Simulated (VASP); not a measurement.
# Co: relaxation of cell and atoms with PBE

The system is Co.

```
Co
1.0
     2.53635   -1.51259    0.00000
     2.53635    1.51259    0.00000
    -1.41668    0.00000    6.56686
Co
4
Direct
  0.05040 0.05040 0.09960
  0.94960 0.94960 0.90040
  0.50500 0.50500 0.60000
  0.49500 0.49500 0.40000
```

| Quantity | Value |
| --- | --- |
| Program | VASP 6.6.1 |
| Task | relaxation of cell and atoms |
| Functional | PBE |
| Potentials or basis | VASP PAW PBE potentials, release 64 (Co) |
| Cutoff | 600 eV |
| k mesh | 6 × 6 × 4 |
| Occupations | gaussian, width 0.1 eV |
| Spin | no spin polarisation |
| Dipole correction | no |
| Further INCAR settings | ALGO = Normal; EDIFF = 1e-07; IBRION = 2; EDIFFG = -0.04; NSW = 90; ISIF = 3 |

- Relaxed volume: 10.29 Å³/atom
- Relaxed cell: a = 2.447 Å, b = 2.447 Å, c = 8.059 Å, α = 98.74°, β = 98.74°, γ = 60.01°
- Space group after relaxing (to 0.05 Å): Fm-3m (No. 225)
- Energy gained by relaxing: 4822.2 meV/atom
- Ionic steps: 48
- Pressure after relaxing: 0.0 GPa
- Largest force after relaxing: 0.039 eV/Å

Forces on the atoms (eV/Å):
```
Co   0.002  0.000 -0.010
Co  -0.002  0.000  0.010
Co  -0.033  0.000  0.020
Co   0.033  0.000 -0.020
```

Stress tensor (GPa, compression positive):
```
 0.09  0.00  0.15
 0.00 -0.13  0.00
 0.15  0.00 -0.05
```

Step by step:
```
step  energy change (eV)  largest force (eV/Å)  pressure (GPa)  volume (Å³)
   1              0.0000               22.6285           43.54        50.39
   3             -5.5326               12.0601           58.70        74.94
   5            -13.1812                0.3389          -29.65        79.02
   7            -13.2664                1.6637          -19.87        78.24
   9            -15.0960                4.8577           17.69        56.84
  11            -16.8797                1.0175            8.88        48.42
  13            -16.9539                0.6096           12.00        45.73
  15            -18.1165                0.2569          -19.56        48.00
  17            -18.7077                0.6158           -8.02        43.73
  19            -18.7893                0.4063           -2.13        42.48
  21            -18.8053                0.4733            1.85        41.78
  23            -18.8383                0.2799           -1.31        42.26
  25            -18.8628                0.3743            2.50        41.57
  27            -18.8960                0.4585            0.95        41.78
  29            -18.9662                0.8067           -5.00        42.68
  31            -18.9816                0.7779           -3.82        42.45
  33            -19.0555                0.9298           -2.07        41.97
  35            -19.1946                0.6691            1.32        41.11
  37            -19.2201                0.4737            4.01        40.62
  39            -19.2548                0.3417           -2.51        41.61
  41            -19.2729                0.2398            0.88        41.03
  43            -19.2863                0.0940           -0.70        41.26
  45            -19.2878                0.0624            0.57        41.04
  47            -19.2886                0.0527           -0.15        41.17
  48            -19.2889                0.0388           -0.03        41.15
```

Final structure:
```cif
data_structure
_symmetry_space_group_name_H-M 'P 1'
_symmetry_Int_Tables_number 1
_cell_length_a 2.4470
_cell_length_b 2.4470
_cell_length_c 8.0588
_cell_angle_alpha 98.738
_cell_angle_beta 98.738
_cell_angle_gamma 60.015
_cell_volume 41.15
loop_
_atom_site_label
_atom_site_type_symbol
_atom_site_fract_x
_atom_site_fract_y
_atom_site_fract_z
_atom_site_occupancy
Co1 Co 0.12452 0.12452 0.37510 1
Co2 Co 0.87548 0.87548 0.62490 1
Co3 Co 0.62697 0.62697 0.87482 1
Co4 Co 0.37303 0.37303 0.12518 1
```

Levels at points of the mesh, in eV from the Fermi level:
| k point | band 15 | band 16 | band 17 | band 18 | band 19 | band 20 | band 21 | band 22 |
| --- | --- | --- | --- | --- | --- | --- | --- | --- |
| (0.00, 0.00, 0.00) | -1.59 | -0.51 | -0.51 | -0.44 | -0.44 | -0.42 | -0.41 | 0.03 |
| (0.50, 0.00, 0.00) | 0.02 | 0.02 | 0.42 | 0.42 | 0.54 | 0.54 | 2.07 | 2.08 |
| (0.50, 0.50, 0.00) | 0.38 | 0.40 | 0.40 | 0.47 | 0.47 | 0.62 | 0.64 | 2.92 |
| (0.00, 0.00, 0.50) | -1.49 | -1.48 | -0.59 | -0.59 | -0.57 | -0.57 | 0.11 | 0.11 |
| (0.50, 0.00, 0.50) | 0.38 | 0.40 | 0.40 | 0.47 | 0.47 | 0.62 | 0.64 | 2.91 |
| (0.50, 0.50, 0.50) | 0.02 | 0.02 | 0.42 | 0.43 | 0.54 | 0.54 | 2.07 | 2.08 |

It took 39 min on 1 thread of Intel(R) Xeon(R) Platinum 8488C (Sapphire Rapids), on a shared host, peak memory 0.22 GiB.

Caveat: the k points lie up to 0.50 Å⁻¹ apart in the final cell; the volume moved by over 15 % at a fixed basis, so the end points are rough; the bands computed are all filled at some k points, so no gap is given; the run has no spin polarisation, though such a crystal can be magnetic. Spin polarisation is off, so any magnetic state and its effect on volume and gap are missing.
